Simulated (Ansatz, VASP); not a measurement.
# Si4Hg in VASP and in Ansatz

```
CELL_PARAMETERS angstrom
3.85946 0.00000 0.00000
0.00000 3.85946 0.00000
0.00000 0.00000 5.98202
ATOMIC_POSITIONS crystal
Si 0.00000 0.50000 0.50000
Si 0.50000 0.00000 0.50000
Si 0.50000 0.50000 0.78665
Si 0.50000 0.50000 0.21335
Hg 0.00000 0.00000 0.00000
```

Alike in both runs: functional PBE; k mesh 4 × 4 × 4; occupations gaussian, width 0.1 eV; no spin polarisation.

Ansatz relaxed the structure, and its values are those at the end. VASP's run is a single point on that final structure, the one shown.

|  | VASP | Ansatz |
| --- | --- | --- |
| version | VASP 6.6.1 | Ansatz 0.2.0 |
| potentials or method | VASP PAW PBE potentials, release 64 (Si, Hg), cutoff 500 eV | scalar-relativistic, plane waves, PAW |
| valence electrons in the cell | 28 | 36 |

```tsv
	VASP	Ansatz	Ansatz less VASP
gap on the k mesh at the Fermi level (eV)	none	none	-
pressure (GPa)	0.2	0.1	-0.12
rms of the force components (eV/Å)	0.009	0.003	-0.0064
```

A gap of «none» marks a metal or a gap that the smearing closes. VASP's potentials hold 28 valence electrons a cell and Ansatz's 36, so a difference there can come from the potentials and not from the codes.

The k mesh is coarse, so the values compare programs but aren't converged. Neither program's run includes spin-orbit coupling.
